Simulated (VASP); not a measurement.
Runs of VASP 6.6.1 on Co. The structure is that of space group P6_3/mmc (No. 194), or close to it. The cells are those of the table. 

```tsv
level	potentials or basis	fixed moment (μB)	cell	k mesh	cutoff (eV)	smearing	grid for exact exchange (PRECFOCK)	share of exact exchange	gap on the mesh (eV)	pressure (GPa)	moment (μB)
PBE	VASP PAW PBE potentials, release 64 (Co_sv)	-	a = 2.472, b = 2.472, c = 4.021 Å, angles 90.0, 90.0, 120.0°, 2 atoms	12 × 12 × 7	690	gaussian 0.028 eV	-	-	none	3.3	3.21
PBE	VASP PAW PBE potentials, release 64 (Co_sv)	-	a = 2.472, b = 2.472, c = 4.021 Å, angles 90.0, 90.0, 120.0°, 2 atoms	10 × 10 × 6	690	methfessel-paxton 0.05 eV	-	-	none	(b)	3.31
RPBE+D4	VASP PAW PBE potentials, release 64 (Co_sv)	-	a = 2.439, b = 2.439, c = 3.967 Å, angles 90.0, 90.0, 120.0°, 2 atoms	12 × 12 × 7	690	fermi-dirac 0.05 eV	-	-	none	5.9	(a)
PBE0	VASP PAW PBE potentials, release 64 (Co)	-	a = 2.520, b = 2.520, c = 4.100 Å, angles 90.0, 90.0, 120.0°, 2 atoms	8 × 8 × 4	520	fermi-dirac 0.05 eV	Normal	0.25	none	(c)	3.56
PBE	VASP PAW PBE potentials, release 64 (Co_sv)	8.0	a = 2.472, b = 2.472, c = 4.021 Å, angles 90.0, 90.0, 120.0°, 2 atoms	10 × 10 × 6	690	fermi-dirac 0.05 eV	-	-	-	119.4	8.00
```

Alike in all rows: task single point; spin collinear, ferromagnetic start.

Estimate the missing entries.

(a) 3.14; (b) 3.9; (c) -12.2.

Caveats: some runs use coarse meshes; the cell stands under pressure (at least some runs); the PAW data sets were made with another functional, which shifts forces and pressure a little (at least some runs); the stress differs along the axes, from 115 to 127 GPa (at least some runs); the total moment is fixed, so each spin has its own Fermi level and the state may be an excited one (at least some runs).

A gap of «none» marks levels without a gap at the run's occupations.

The runs don't all hold the same shells in valence.
